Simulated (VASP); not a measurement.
# GaAs (F-43m) in VASP: single point with PBEsol

Aim: the single point of GaAs with PBEsol.

Program: VASP 6.6.1. These are calculated values, not measurements. Logs are shortened: lines on timing, memory, paths and dates and some standing lists are left out, and cuts for length are marked.

## 1. The cell of the first run

The structure is cubic, space group F-43m (No. 216). Conventional cell: a = 5.658 Å, b = 5.658 Å, c = 5.658 Å, α = 90.00°, β = 90.00°, γ = 90.00°. Ga (site symmetry -43m) has 4 As at 2.45 Å within 3.2 Å. As (site symmetry -43m) has 4 Ga at 2.45 Å within 3.2 Å.

## 2. Single point, PBEsol

INCAR

```
SYSTEM = GaAs
PREC = Accurate ; ENCUT = 500
EDIFF = 1E-6 ; ISMEAR = 0
SIGMA = 0.02 ; LREAL = Auto
LASPH = .TRUE. ; NELM = 120
ALGO = Normal ; ISIF = 2
LWAVE = .FALSE. ; LCHARG = .FALSE.
GGA = PS ; NBANDS = 166
GGA_COMPAT = .FALSE.
```

KPOINTS

```
Automatic mesh
0
G
  3 3 3
  0 0 0
```

POSCAR

```
GaAs
1.0
   -5.6579527740      5.6579527740     -5.6579527740
   -5.6579527740     -5.6579527740      5.6579527740
    5.6579527740      5.6579527740      5.6579527740
Ga As
16 16
Direct
    0.7500000000      0.7500000000      0.5000000000
    0.5000000000      0.0000000000      0.5000000000
    0.5000000000      0.7500000000      0.7500000000
    0.2500000000      0.2500000000      0.5000000000
    0.2500000000      0.0000000000      0.7500000000
    0.2500000000      0.7500000000      0.0000000000
    0.0000000000      0.5000000000      0.5000000000
    0.0000000000      0.2500000000      0.7500000000
    0.0000000000      0.0000000000      0.0000000000
    0.0000000000      0.7500000000      0.2500000000
    0.7500000000      0.5000000000      0.7500000000
    0.7500000000      0.2500000000      0.0000000000
    0.7500000000      0.0000000000      0.2500000000
    0.5000000000      0.5000000000      0.0000000000
    0.5000000000      0.2500000000      0.2500000000
    0.2500000000      0.5000000000      0.2500000000
    0.0000000000      0.0000000000      0.7500000000
    0.7500000000      0.2500000000      0.7500000000
    0.7500000000      0.0000000000      0.0000000000
    0.5000000000      0.5000000000      0.7500000000
    0.5000000000      0.2500000000      0.0000000000
    0.5000000000      0.0000000000      0.2500000000
    0.2500000000      0.7500000000      0.7500000000
    0.2500000000      0.5000000000      0.0000000000
    0.2500000000      0.2500000000      0.2500000000
    0.2500000000      0.0000000000      0.5000000000
    0.0000000000      0.7500000000      0.0000000000
    0.0000000000      0.5000000000      0.2500000000
    0.0000000000      0.2500000000      0.5000000000
    0.7500000000      0.7500000000      0.2500000000
    0.7500000000      0.5000000000      0.5000000000
    0.5000000000      0.7500000000      0.5000000000
```

Potentials or basis: VASP PAW PBE potentials, release 64 (Ga_d, As).

Started as:

```
$ cat potpaw_PBE.64/Ga_d/POTCAR potpaw_PBE.64/As/POTCAR > POTCAR
$ mpirun -np 1 vasp_std > vasp.out
```

OUTCAR:

```text
SYSTEM = GaAs
   PREC = Accurate
   ENCUT = 500
   EDIFF = 1E-6
   ISMEAR = 0
   LREAL = Auto
   LASPH = .TRUE.
   NELM = 120
   ISIF = 2
   GGA = PS

 ion  position               nearest neighbor table
   1  0.750  0.750  0.500-  17 2.45  30 2.45  31 2.45  32 2.45
   2  0.500  0.000  0.500-  18 2.45  22 2.45  26 2.45  32 2.45
   3  0.500  0.750  0.750-  19 2.45  20 2.45  23 2.45  32 2.45
   4  0.250  0.250  0.500-  20 2.45  25 2.45  26 2.45  29 2.45
   5  0.250  0.000  0.750-  17 2.45  21 2.45  23 2.45  26 2.45
   6  0.250  0.750  0.000-  22 2.45  23 2.45  24 2.45  27 2.45
[... 24 lines left out ...]
  31  0.750  0.500  0.500-   1 2.45   7 2.45  11 2.45  15 2.45
  32  0.500  0.750  0.500-   1 2.45   2 2.45   3 2.45  16 2.45

  LATTYP: Found a body centered cubic cell.
 ALAT       =    11.3159055480

  Lattice vectors:

 A1 = (  -5.6579527740,   5.6579527740,  -5.6579527740)
 A2 = (  -5.6579527740,  -5.6579527740,   5.6579527740)
 A3 = (   5.6579527740,   5.6579527740,   5.6579527740)

Analysis of symmetry for initial positions (statically):
=====================================================================
 Subroutine PRICEL returns following result:

  LATTYP: Found a face centered cubic cell.
 ALAT       =     5.6579527740

  Lattice vectors:

 A1 = (   0.0000000000,  -2.8289763870,   2.8289763870)
 A2 = (   2.8289763870,  -2.8289763870,   0.0000000000)
 A3 = (   2.8289763870,  -0.0000000000,   2.8289763870)

  16 primitive cells build up your supercell.

 Routine SETGRP: Setting up the symmetry group for a
 body centered cubic supercell.

 Subroutine GETGRP returns: Found 24 space group operations
 (whereof 24 operations were pure point group operations)
 out of a pool of 48 trial point group operations.

The static configuration has the point symmetry T_d .

Analysis of symmetry for dynamics (positions and initial velocities):
=====================================================================
 Subroutine PRICEL returns following result:

  LATTYP: Found a face centered cubic cell.
 ALAT       =     5.6579527740

  Lattice vectors:

 A1 = (   0.0000000000,  -2.8289763870,   2.8289763870)
 A2 = (   2.8289763870,  -2.8289763870,   0.0000000000)
 A3 = (   2.8289763870,  -0.0000000000,   2.8289763870)

  16 primitive cells build up your supercell.

 Routine SETGRP: Setting up the symmetry group for a
 body centered cubic supercell.

 Subroutine GETGRP returns: Found 24 space group operations
 (whereof 24 operations were pure point group operations)
 out of a pool of 48 trial point group operations.

The dynamic configuration has the point symmetry T_d .

 Subroutine INISYM returns: Found 24 space group operations
 (whereof 24 operations are pure point group operations),
 and found    16 'primitive' translations

----------------------------------------------------------------------------------------

                                     Primitive cell

  volume of cell :      45.2812

  direct lattice vectors                    reciprocal lattice vectors
     0.000000000 -2.828976387  2.828976387    -0.176742373 -0.176742373  0.176742373
     2.828976387 -2.828976387  0.000000000     0.176742373 -0.176742373 -0.176742373
     2.828976387 -0.000000000  2.828976387     0.176742373  0.176742373  0.176742373

  length of vectors
     4.000776774  4.000776774  4.000776774     0.306126770  0.306126770  0.306126770

  position of ions in fractional coordinates (direct lattice)
     0.000000000  0.000000000  0.000000000
     0.250000000  0.250000000  0.250000000

  ion indices of the primitive-cell ions
   primitive index   ion index
                 1           1
                 2          32

----------------------------------------------------------------------------------------

 KPOINTS: Automatic mesh

Automatic generation of k-mesh.
 Grid dimensions read from file:
 generate k-points for:    3    3    3

 Generating k-lattice:

  Cartesian coordinates                     Fractional coordinates (reciprocal lattice)
    -0.029457062  0.029457062  0.000000000     0.333333333  0.000000000  0.000000000
    -0.029457062  0.000000000  0.029457062     0.000000000  0.333333333  0.000000000
     0.000000000  0.029457062  0.029457062     0.000000000  0.000000000  0.333333333

  Length of vectors
     0.041658577  0.041658577  0.041658577

  Shift w.r.t. Gamma in fractional coordinates (k-lattice)
     0.000000000  0.000000000  0.000000000

 Subroutine IBZKPT returns following result:
 ===========================================

 Found      4 irreducible k-points:

 Following reciprocal coordinates:
            Coordinates               Weight
  0.000000  0.000000  0.000000      1.000000
  0.333333  0.000000  0.000000     12.000000
  0.333333  0.333333  0.000000      8.000000
 -0.333333  0.333333  0.333333      6.000000
   k-points           NKPTS =      4   k-points in BZ     NKDIM =      4   number of bands    NBANDS=    166
   number of dos      NEDOS =    301   number of ions     NIONS =     32
   total plane-waves  NPLWV = 373248
   dimension x,y,z NGX =    72 NGY =   72 NGZ =   72
   dimension x,y,z NGXF=   144 NGYF=  144 NGZF=  144
   ions per type =              16  16
   NGX,Y,Z   is equivalent  to a cutoff of  12.21, 12.21, 12.21 a.u.
   NGXF,Y,Z  is equivalent  to a cutoff of  24.43, 24.43, 24.43 a.u.
 SYSTEM =  GaAs
   PREC   = accura    normal or accurate (medium, high low for compatibility)
   ISTART =      0    job   : 0-new  1-cont  2-samecut
   ICHARG =      2    charge: 1-file 2-atom 10-const
   ISPIN  =      1    spin polarized calculation?
   LNONCOLLINEAR =      F non collinear calculations
   LSORBIT =      F    spin-orbit coupling
   LASPH  =      T    aspherical Exc in radial PAW
   ENCUT  =  500.0 eV  36.75 Ry    6.06 a.u.  17.87 17.87 17.87*2*pi/ulx,y,z
   NELM   =    120;   NELMIN=  2; NELMDL= -5     # of ELM steps
   EDIFF  = 0.1E-05   stopping-criterion for ELM
   LREAL  =      T    real-space projection
   EDIFFG = 0.1E-04   stopping-criterion for IOM
   NSW    =      0    number of steps for IOM
   IBRION =     -1    ionic relax: 0-MD 1-quasi-New 2-CG
   NFREE  =      0    steps in history (QN), initial steepest desc. (CG)
   ISIF   =      2    stress and relaxation
   ISYM   =      2    0-nonsym 1-usesym 2-fastsym
   POTIM  = 0.5000    time-step for ionic-motion
   TEBEG  =    0.0;   TEEND  =   0.0 temperature during run
   PSTRESS=    0.0 pullay stress
   NELECT =     288.0000    total number of electrons
   NUPDOWN=      -1.0000    fix difference up-down
   EMIN   =  10.00;   EMAX   =-10.00  energy-range for DOS
   EFERMI =   0.00;   METHOD = LEGACY
   ISMEAR =     0;   SIGMA  =   0.02  broadening in eV -4-tet -1-fermi 0-gaus
   EFERMI_NEDOS =   21; number of points for ismear=-14 and -15
   IALGO  =     38    algorithm
   IMIX   =      4    mixing-type and parameters
     AMIX     =   0.40;   BMIX     =  1.00
     AMIX_MAG =   1.60;   BMIX_MAG =  1.00
  volume/ion in A,a.u.               =      22.64       152.79
  Fermi-wavevector in a.u.,A,eV,Ry     =   1.203722  2.274706 19.714129  1.448948
  Thomas-Fermi vector in A             =   2.339468
   LORBIT       =      0    0 simple, 1 ext, 2 COOP (PROOUT), +10 PAW based schemes
   GGA     = PS    functional components
   LHFCALC =     F    Hartree Fock is set to
   AEXX    =    0.0000 exact exchange contribution
   IVDW    =     0    specifies the selected vdW correction
   LEPSILON=     F    determine dielectric tensor
   LRPA    =     F    only Hartree local field effects (RPA)
 non-spin polarized calculation
 Gauss-broadening in eV      SIGMA  =   0.02
  energy-cutoff  :      500.00
  volume of cell :      724.50
 maximum number of plane-waves:     18435
   NGX = 35   NGY = 35   NGZ = 35

 number of electron     287.9999939 magnetization

 Free energy of the ion-electron system (eV)
  ---------------------------------------------------
  ext. energy  EPLUGINS =         0.00000000
  ---------------------------------------------------
  free energy    TOTEN  =      -145.47742683 eV

  energy without entropy =     -145.47742683  energy(sigma->0) =     -145.47742683

 E-fermi :   3.8740     XC(G=0):  -9.7630

 val. band max:        3.7823609644   @ k =   0.0000   0.0000   0.0000
 cond. band min:       4.2217920909   @ k =   0.0000   0.0000   0.0000
 fundamental gap:      0.4394311265
 Fermi energy:         3.8739828148

 k-point     1 :       0.0000    0.0000    0.0000
  band No.  band energies     occupation
      1     -11.0997      2.00000
      2     -11.0997      2.00000
      3     -11.0997      2.00000
      4     -11.0648      2.00000
      5     -11.0648      2.00000
      6     -11.0648      2.00000
[... 148 lines left out ...]
    155       6.4497      0.00000
    156       6.4497      0.00000

 k-point     2 :       0.3333    0.0000    0.0000
  band No.  band energies     occupation
      1     -11.0940      2.00000
      2     -11.0913      2.00000
      3     -11.0913      2.00000
      4     -11.0817      2.00000
      5     -11.0747      2.00000
      6     -11.0747      2.00000
[... 148 lines left out ...]
    155       6.2254      0.00000
    156       6.3172      0.00000

 k-point     3 :       0.3333    0.3333    0.0000
  band No.  band energies     occupation
      1     -11.0841      2.00000
      2     -11.0841      2.00000
      3     -11.0841      2.00000
      4     -11.0841      2.00000
      5     -11.0841      2.00000
      6     -11.0841      2.00000
[... 148 lines left out ...]
    155       6.2374      0.00000
    156       6.2374      0.00000

 k-point     4 :      -0.3333    0.3333    0.3333
  band No.  band energies     occupation
      1     -11.0903      2.00000
      2     -11.0903      2.00000
      3     -11.0838      2.00000
      4     -11.0838      2.00000
      5     -11.0838      2.00000
      6     -11.0838      2.00000
[... 148 lines left out ...]
    155       6.3372      0.00000
    156       6.8248      0.00000
 [bands above 156 left out]

------------------------ aborting loop because EDIFF is reached ----------------------------------------

  FORCE on cell =-STRESS in cart. coord.  units (eV):
  Direction    XX          YY          ZZ          XY          YZ          ZX
  --------------------------------------------------------------------------------------
  -------------------------------------------------------------------------------------
  Total        0.8298191      0.8298191      0.8298191      0.0000000      0.0000000     -0.0000000
  in kB        1.8350845      1.8350845      1.8350845      0.0000000      0.0000000     -0.0000000
  external PRESSURE =       1.8350845 kB  Pullay stress =       0.0000000 kB

 VOLUME and BASIS-vectors are now :
 -----------------------------------------------------------------------------
  energy-cutoff  :      500.00
  volume of cell :      724.50
      direct lattice vectors                 reciprocal lattice vectors
    -5.657952774  5.657952774 -5.657952774    -0.088371187  0.088371187  0.000000000
    -5.657952774 -5.657952774  5.657952774    -0.088371187  0.000000000  0.088371187
     5.657952774  5.657952774  5.657952774     0.000000000  0.088371187  0.088371187

 POSITION                                       TOTAL-FORCE (eV/Angst)
 -----------------------------------------------------------------------------------
     -5.65795      2.82898      2.82898        -0.000000     -0.000000     -0.000000
      0.00000      5.65795      0.00000         0.000000     -0.000000     -0.000000
     -2.82898      2.82898      5.65795         0.000000     -0.000000     -0.000000
      0.00000      2.82898      2.82898         0.000000     -0.000000     -0.000000
      2.82898      5.65795      2.82898        -0.000000     -0.000000     -0.000000
     -5.65795     -2.82898      2.82898         0.000000      0.000000     -0.000000
[... 24 lines left out ...]
     -4.24346      4.24346      1.41449        -0.000000      0.000000     -0.000000
     -4.24346      1.41449      4.24346         0.000000     -0.000000      0.000000
 -----------------------------------------------------------------------------------
    total drift:                                0.000005      0.000000      0.000000

  FREE ENERGIE OF THE ION-ELECTRON SYSTEM (eV)
  ---------------------------------------------------
  free  energy   TOTEN  =      -145.4774268259 eV

  energy  without entropy=     -145.4774268259  energy(sigma->0) =     -145.47742683
```

It took 27 min on 1 thread of Intel Xeon 8259CL, shared host; peak memory 0.89 GiB.

What came out:

- Free energy: -145.4774 eV
- Pressure: 0.2 GPa
- Band gap on the k mesh: 0.44 eV

Levels at points of the mesh, in eV from the valence-band top:
```csv
k point,band 142,band 143,band 144,band 145,band 146,band 147
"(0.00, 0.00, 0.00)",0.00,0.00,0.00,0.44,1.35,1.35
```

Caveat: semilocal functionals underestimate gaps, and a narrow one can read as zero; the PAW data sets were made with another functional, which shifts forces and pressure a little.
